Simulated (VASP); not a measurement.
# CoO (C2) in VASP: a series of runs

Runs on CoO. Level: PBE. Tasks: single point.

Program: VASP 6.6.1. These are calculated values, not measurements. Logs are shortened: lines on timing, memory, paths and dates and some standing lists are left out, and cuts for length are marked.

### 1 The cell of the first run

The structure is monoclinic, space group C2 (No. 5). Conventional cell: a = 5.180 Å, b = 3.011 Å, c = 2.996 Å, α = 90.00°, β = 124.92°, γ = 90.00°. Within 2.3 Å of Co (site symmetry 2) lie 4 O at 1.75 to 2.21 Å. Within 2.3 Å of O (site symmetry 2) lie 4 Co at 1.75 to 2.21 Å.

### 2 Single point, PBE, collinear spin, ferromagnetic start (atom 1 (Co) moved by (-0.600, +0.000) A along x and y)

INCAR

```
SYSTEM = CoO
PREC     = Accurate       ! precision mode
ENCUT    = 520            ! plane-wave cutoff, eV
EDIFF    = 1E-7           ! SCF threshold, eV
ISMEAR   = 0              ! smearing method
SIGMA    = 0.15           ! smearing width, eV
LREAL    = .False.        ! projectors in reciprocal space
LASPH    = .True.         ! aspherical terms in the spheres
NELM     = 150            ! most SCF steps
ALGO     = Normal         ! electronic algorithm
ISIF     = 2              ! what is computed and relaxed
LWAVE    = .False.        ! write WAVECAR
LCHARG   = .True.         ! write CHGCAR
ISPIN    = 2              ! spin polarisation
MAGMOM   = 2.62 0.29      ! initial moments
LORBIT   = 11             ! projections on sites
LMAXMIX  = 4              ! l up to which the mixer works
GGA      = PE             ! functional
LELF     = .True.         ! ELF
LVHAR    = .True.       
NBANDS   = 18             ! bands
```

KPOINTS

```
Automatic mesh
0
Gamma
  18 18 18
  0 0 0
```

POSCAR

```
CoO
1.0
    1.5054695445      0.8691832468      2.4399269062
   -1.5054695445      0.8691832468      2.4399269062
    0.0000000000     -1.7383664936      2.4399269062
Co O
1 1
Direct
   -0.1992733769      0.1992733769      0.0000000000
    0.5000000000      0.5000000000      0.5000000000
```

Potentials or basis: VASP PAW PBE potentials, release 64 (Co, O).

The run is started by

```console
> cat potpaw_PBE.64/Co/POTCAR potpaw_PBE.64/O/POTCAR > POTCAR
> mpirun -np 1 vasp_std > vasp.out
```

OUTCAR:

```text
SYSTEM = CoO
   PREC = Accurate
   ENCUT = 520
   EDIFF = 1E-7
   ISMEAR = 0
   LREAL = .False.
   LASPH = .True.
   NELM = 150
   ISIF = 2
   ISPIN = 2
   LORBIT = 11
   GGA = PE

 ion  position               nearest neighbor table
   1  0.801  0.199  0.000-   2 1.75   2 1.75   2 2.21   2 2.21
   2  0.500  0.500  0.500-   1 1.75   1 1.75   1 2.21   1 2.21

  LATTYP: Found a trigonal (rhomboedric) cell.
 ALAT       =     2.9958573687
 COS(alpha) =     0.4949531368

  Lattice vectors:

 A1 = (   1.5054695445,   0.8691832468,   2.4399269062)
 A2 = (  -1.5054695445,   0.8691832468,   2.4399269062)
 A3 = (   0.0000000000,  -1.7383664936,   2.4399269062)

Analysis of symmetry for initial positions (statically):
=====================================================================
 Subroutine PRICEL returns:
 Original cell was already a primitive cell.

 Routine SETGRP: Setting up the symmetry group for a
 trigonal (rhombohedral) supercell.

 Subroutine GETGRP returns: Found  2 space group operations
 (whereof  2 operations were pure point group operations)
 out of a pool of 12 trial point group operations.

The static configuration has the point symmetry C_2 .

Analysis of symmetry for dynamics (positions and initial velocities):
=====================================================================
 Subroutine PRICEL returns:
 Original cell was already a primitive cell.

 Routine SETGRP: Setting up the symmetry group for a
 trigonal (rhombohedral) supercell.

 Subroutine GETGRP returns: Found  2 space group operations
 (whereof  2 operations were pure point group operations)
 out of a pool of 12 trial point group operations.

The dynamic configuration has the point symmetry C_2 .

Analysis of structural, dynamic, and magnetic symmetry:
=====================================================================
 Subroutine PRICEL returns:
 Original cell was already a primitive cell.

 Routine SETGRP: Setting up the symmetry group for a
 trigonal (rhombohedral) supercell.

 Subroutine GETGRP returns: Found  2 space group operations
 (whereof  2 operations were pure point group operations)
 out of a pool of 12 trial point group operations.

The overall configuration has the point symmetry C_2 .

 Subroutine INISYM returns: Found  2 space group operations
 (whereof  2 operations are pure point group operations),
 and found     1 'primitive' translations

----------------------------------------------------------------------------------------

                                     Primitive cell

  volume of cell :      19.1563

  direct lattice vectors                    reciprocal lattice vectors
     1.505469544  0.869183247  2.439926906     0.332122295  0.191750896  0.136616114
    -1.505469544  0.869183247  2.439926906    -0.332122295  0.191750896  0.136616114
     0.000000000 -1.738366494  2.439926906     0.000000000 -0.383501793  0.136616114

  length of vectors
     2.995857369  2.995857369  2.995857369     0.407108816  0.407108816  0.407108816

  position of ions in fractional coordinates (direct lattice)
     0.800726623  0.199273377  0.000000000
     0.500000000  0.500000000  0.500000000

  ion indices of the primitive-cell ions
   primitive index   ion index
                 1           1
                 2           2

----------------------------------------------------------------------------------------

 KPOINTS: Automatic mesh

Automatic generation of k-mesh.
 Grid dimensions read from file:
 generate k-points for:   18   18   18

 Generating k-lattice:

  Cartesian coordinates                     Fractional coordinates (reciprocal lattice)
     0.018451239  0.010652828  0.007589784     0.055555556  0.000000000  0.000000000
    -0.018451239  0.010652828  0.007589784     0.000000000  0.055555556  0.000000000
     0.000000000 -0.021305655  0.007589784     0.000000000  0.000000000  0.055555556

  Length of vectors
     0.022617156  0.022617156  0.022617156

  Shift w.r.t. Gamma in fractional coordinates (k-lattice)
     0.000000000  0.000000000  0.000000000

 Subroutine IBZKPT returns following result:
 ===========================================

 Found   1550 irreducible k-points:

 Following reciprocal coordinates:
            Coordinates               Weight
  0.000000  0.000000  0.000000      1.000000
  0.055556  0.000000 -0.000000      4.000000
 -0.000000 -0.000000  0.055556      2.000000
  0.111111  0.000000 -0.000000      4.000000
 -0.000000 -0.000000  0.111111      2.000000
  0.166667  0.000000 -0.000000      4.000000
[... 16 lines left out ...]
 -0.111111 -0.000000 -0.055556      4.000000
  0.055556  0.000000  0.111111      4.000000
 [... further k-points ...]
   k-points           NKPTS =   1550   k-points in BZ     NKDIM =   1550   number of bands    NBANDS=     18
   number of dos      NEDOS =    301   number of ions     NIONS =      2
   total plane-waves  NPLWV =  13824
   dimension x,y,z NGX =    24 NGY =   24 NGZ =   24
   dimension x,y,z NGXF=    48 NGYF=   48 NGZF=   48
   ions per type =               1   1
   NGX,Y,Z   is equivalent  to a cutoff of  13.32, 13.32, 13.32 a.u.
   NGXF,Y,Z  is equivalent  to a cutoff of  26.64, 26.64, 26.64 a.u.
 SYSTEM =  CoO
   PREC   = accura    normal or accurate (medium, high low for compatibility)
   ISTART =      0    job   : 0-new  1-cont  2-samecut
   ICHARG =      2    charge: 1-file 2-atom 10-const
   ISPIN  =      2    spin polarized calculation?
   LNONCOLLINEAR =      F non collinear calculations
   LSORBIT =      F    spin-orbit coupling
   LASPH  =      T    aspherical Exc in radial PAW
   ENCUT  =  520.0 eV  38.22 Ry    6.18 a.u.   5.57  5.57  5.57*2*pi/ulx,y,z
   NELM   =    150;   NELMIN=  2; NELMDL= -5     # of ELM steps
   EDIFF  = 0.1E-06   stopping-criterion for ELM
   LREAL  =      F    real-space projection
   EDIFFG = 0.1E-05   stopping-criterion for IOM
   NSW    =      0    number of steps for IOM
   IBRION =     -1    ionic relax: 0-MD 1-quasi-New 2-CG
   NFREE  =      0    steps in history (QN), initial steepest desc. (CG)
   ISIF   =      2    stress and relaxation
   ISYM   =      2    0-nonsym 1-usesym 2-fastsym
   POTIM  = 0.5000    time-step for ionic-motion
   TEBEG  =    0.0;   TEEND  =   0.0 temperature during run
   PSTRESS=    0.0 pullay stress
   NELECT =      15.0000    total number of electrons
   NUPDOWN=      -1.0000    fix difference up-down
   EMIN   =  10.00;   EMAX   =-10.00  energy-range for DOS
   EFERMI =   0.00;   METHOD = LEGACY
   ISMEAR =     0;   SIGMA  =   0.15  broadening in eV -4-tet -1-fermi 0-gaus
   EFERMI_NEDOS =   21; number of points for ismear=-14 and -15
   IALGO  =     38    algorithm
   IMIX   =      4    mixing-type and parameters
     AMIX     =   0.40;   BMIX     =  1.00
     AMIX_MAG =   1.60;   BMIX_MAG =  1.00
  volume/ion in A,a.u.               =       9.58        64.64
  Fermi-wavevector in a.u.,A,eV,Ry     =   1.508927  2.851458 30.978555  2.276860
  Thomas-Fermi vector in A             =   2.619316
   LORBIT       =     11    0 simple, 1 ext, 2 COOP (PROOUT), +10 PAW based schemes
   GGA     = PE    functional components
   LHFCALC =     F    Hartree Fock is set to
   AEXX    =    0.0000 exact exchange contribution
   IVDW    =     0    specifies the selected vdW correction
   LEPSILON=     F    determine dielectric tensor
   LRPA    =     F    only Hartree local field effects (RPA)
 spin polarized calculation
 Gauss-broadening in eV      SIGMA  =   0.15
  energy-cutoff  :      520.00
  volume of cell :       19.16
 maximum number of plane-waves:       534
   NGX = 11   NGY = 11   NGZ = 11

 number of electron      15.0000003 magnetization       2.6927346

 Free energy of the ion-electron system (eV)
  ---------------------------------------------------
  ext. energy  EPLUGINS =         0.00000000
  ---------------------------------------------------
  free energy    TOTEN  =       -12.43361987 eV

  energy without entropy =      -12.40578561  energy(sigma->0) =      -12.41970274

 E-fermi :   8.2760     XC(G=0): -12.3489

 val. band max:        8.2758878619   @ k =   0.3889   0.3889   0.2222
 cond. band min:       8.2764239693   @ k =  -0.1111  -0.1667   0.0556
 fundamental gap:      0.0005361075
 Fermi energy:         8.2760097256

 spin component 1

 k-point     1 :       0.0000    0.0000    0.0000
  band No.  band energies     occupation
      1     -12.8529      1.00000
      2       1.6061      1.00000
      3       1.9889      1.00000
      4       2.9628      1.00000
      5       5.0463      1.00000
      6       5.6089      1.00000
[... 10 lines left out ...]
     17      31.2182      0.00000
     18      31.2877      0.00000
[... 463 lines left out ...]
 k-point    24 :       0.0556    0.0000    0.1111
  band No.  band energies     occupation
      1     -12.7442      1.00000
      2       1.3789      1.00000
      3       2.0892      1.00000
      4       2.8544      1.00000
      5       5.0391      1.00000
      6       5.5667      1.00000
[... 10 lines left out ...]
     17      31.1971      0.00000
     18      33.2560      0.00000

 [... further k-points ...]

 Fermi energy:         8.2760097256

 spin component 2

 k-point     1 :       0.0000    0.0000    0.0000
  band No.  band energies     occupation
      1     -12.3004      1.00000
      2       2.7037      1.00000
      3       3.1247      1.00000
      4       4.0768      1.00000
      5       6.8699      1.00000
      6       7.6338      1.00000
[... 10 lines left out ...]
     17      31.8043      0.00000
     18      31.9193      0.00000
[... 463 lines left out ...]
 k-point    24 :       0.0556    0.0000    0.1111
  band No.  band energies     occupation
      1     -12.1878      1.00000
      2       2.3884      1.00000
      3       3.2346      1.00000
      4       3.9317      1.00000
      5       6.9007      1.00000
      6       7.5523      1.00000
[... 10 lines left out ...]
     17      31.8005      0.00000
     18      33.9421      0.00000

 [... further k-points ...]

------------------------ aborting loop because EDIFF is reached ----------------------------------------

  FORCE on cell =-STRESS in cart. coord.  units (eV):
  Direction    XX          YY          ZZ          XY          YZ          ZX
  --------------------------------------------------------------------------------------
  -------------------------------------------------------------------------------------
  Total        3.2835905      2.4249546      4.8140698      0.0000000     -3.4872316      0.0000000
  in kB      274.6301337    202.8162779    402.6350493      0.0000000   -291.6620929      0.0000000
  external PRESSURE =     293.3604870 kB  Pullay stress =       0.0000000 kB

 VOLUME and BASIS-vectors are now :
 -----------------------------------------------------------------------------
  energy-cutoff  :      520.00
  volume of cell :       19.16
      direct lattice vectors                 reciprocal lattice vectors
     1.505469544  0.869183247  2.439926906     0.332122295  0.191750896  0.136616114
    -1.505469544  0.869183247  2.439926906    -0.332122295  0.191750896  0.136616114
     0.000000000 -1.738366494  2.439926906     0.000000000 -0.383501793  0.136616114

 POSITION                                       TOTAL-FORCE (eV/Angst)
 -----------------------------------------------------------------------------------
      0.90547      0.86918      2.43993         2.790984     -0.000000      0.000000
      0.00000      0.00000      3.65989        -2.790984      0.000000     -0.000000
 -----------------------------------------------------------------------------------
    total drift:                                0.000076      0.000000     -0.000000

  FREE ENERGIE OF THE ION-ELECTRON SYSTEM (eV)
  ---------------------------------------------------
  free  energy   TOTEN  =       -12.4336198715 eV

  energy  without entropy=      -12.4057856050  energy(sigma->0) =      -12.41970274

 total charge

# of ion       s       p       d       tot
------------------------------------------
    1        0.394   0.517   7.333   8.245
    2        1.568   3.476   0.000   5.045
--------------------------------------------------
tot          1.963   3.993   7.333  13.289

 magnetization (x)

# of ion       s       p       d       tot
------------------------------------------
    1        0.033   0.048   2.205   2.286
    2        0.024   0.297   0.000   0.321
--------------------------------------------------
tot          0.058   0.344   2.205   2.607
```

Wall time 25 min (1 thread of Oxide Virtual Turin-like, shared host); peak memory 0.8 GiB.

What came out:

| Quantity | Value |
| --- | --- |
| Free energy | -12.4336 eV |
| Pressure | 29.3 GPa |
| Largest force | 2.791 eV/Å |
| Net moment | 2.69 μB per cell |
| Site moments | Co +2.29; O +0.32 μB |
| Valence electrons inside the program's atomic spheres | Co 8.24; O 5.04 |

Forces on the atoms (eV/Å):
```
Co   2.791  0.000  0.000
O   -2.791  0.000  0.000
```

Caveat: the cell differs from its parent crystal (atom 1 (Co) moved by (-0.600, +0.000) A along x and y); the stress differs along the axes, from 20 to 40 GPa; a cell with one magnetic atom can't hold antiferromagnetic order, which such compounds often take; semilocal functionals often make such compounds metallic where correlation or magnetic order opens a gap, which also shifts bond lengths; forces of over 1 eV/Å act on the atoms, so gaps and moduli don't describe the material at rest.

### 3 Single point, PBE, collinear spin, ferromagnetic start (atom 1 (Co) moved by (-0.300, +0.000) A along x and y)

INCAR

```
  ALGO = Fast
  EDIFF = 1E-7
  ENCUT = 520
  GGA = PE
  ISIF = 2
  ISMEAR = 0
  ISPIN = 2
  LASPH = T
  LCHARG = T
  LELF = T
  LMAXMIX = 4
  LORBIT = 11
  LREAL = F
  LVHAR = T
  LWAVE = F
  MAGMOM = 2.62 0.29
  NBANDS = 18
  NELM = 150
  PREC = Accurate
  SIGMA = 0.15
```

KPOINTS

```
k-points
0
Gamma
  18 18 18
```

Changes to POSCAR since step 2:

```diff
@@ -8,3 +8,3 @@
 Direct
-   -0.1992733769      0.1992733769      0.0000000000
+   -0.0996366885      0.0996366885      0.0000000000
     0.5000000000      0.5000000000      0.5000000000
```

Potentials or basis: VASP PAW PBE potentials, release 64 (Co, O).

The run is started by

```console
> cat potpaw_PBE.64/Co/POTCAR potpaw_PBE.64/O/POTCAR > POTCAR
> mpirun -np 1 vasp_std > vasp.out
```

Wall time 52 min (1 thread of Oxide Virtual Turin-like, shared host); peak memory 0.8 GiB.

The run converged. Its results:

* Free energy: -12.9754 eV
* Pressure: 6.6 GPa
* Largest force: 0.821 eV/Å
* Net moment: 2.88 μB per cell
* Site moments: Co +2.50; O +0.32 μB
* Valence electrons inside the program's atomic spheres: Co 7.92; O 5.00

Forces on the atoms (eV/Å):
```
Co   0.821  0.000  0.000
O   -0.821  0.000  0.000
```

Stress tensor (GPa, compression positive):
```
 6.24  0.00  0.00
 0.00  4.10 -8.22
 0.00 -8.22  9.60
```

Levels at points of the mesh, in eV from the Fermi level:
Spin up:
| k point | band 7 | band 8 | band 9 | band 10 | band 11 | band 12 |
| --- | --- | --- | --- | --- | --- | --- |
| (0.00, 0.00, 0.00) | -1.99 | -1.53 | -1.49 | 0.90 | 16.24 | 17.75 |
| (0.50, 0.00, 0.00) | -1.76 | -0.09 | 0.35 | 5.35 | 8.91 | 13.69 |
| (0.00, 0.00, 0.50) | -1.83 | -0.52 | -0.09 | 5.51 | 8.98 | 13.87 |
| (0.50, 0.50, 0.00) | -2.17 | -2.04 | -2.03 | 5.63 | 9.78 | 11.14 |
| (0.50, 0.00, 0.50) | -2.31 | -2.09 | -1.98 | 5.51 | 10.23 | 11.25 |
| (0.50, 0.50, 0.50) | -1.80 | -0.52 | -0.07 | 5.44 | 9.09 | 13.68 |
Spin down:
```csv
k point,band 2,band 3,band 4,band 5,band 6,band 7,band 8,band 9,band 10,band 11
"(0.00, 0.00, 0.00)",-3.67,-3.57,-3.29,-1.15,-0.65,-0.22,0.57,0.99,1.52,16.29
"(0.50, 0.00, 0.00)",-7.68,-5.09,-4.72,-0.22,-0.05,0.29,2.31,2.87,5.78,9.77
"(0.00, 0.00, 0.50)",-7.74,-4.73,-4.47,-0.23,-0.12,0.13,1.80,2.37,6.09,9.82
"(0.50, 0.50, 0.00)",-6.52,-4.73,-4.47,-1.14,0.09,0.26,0.83,0.91,6.53,10.32
"(0.50, 0.00, 0.50)",-6.53,-4.42,-4.18,-1.60,0.11,0.18,0.66,0.82,6.32,10.83
"(0.50, 0.50, 0.50)",-7.72,-4.80,-4.49,-0.25,-0.09,0.16,1.80,2.40,6.03,9.93
```

Caveat: the cell differs from its parent crystal (atom 1 (Co) moved by (-0.300, +0.000) A along x and y); the stress differs along the axes, from 4 to 10 GPa; a cell with one magnetic atom can't hold antiferromagnetic order, which such compounds often take; semilocal functionals often make such compounds metallic where correlation or magnetic order opens a gap, which also shifts bond lengths.
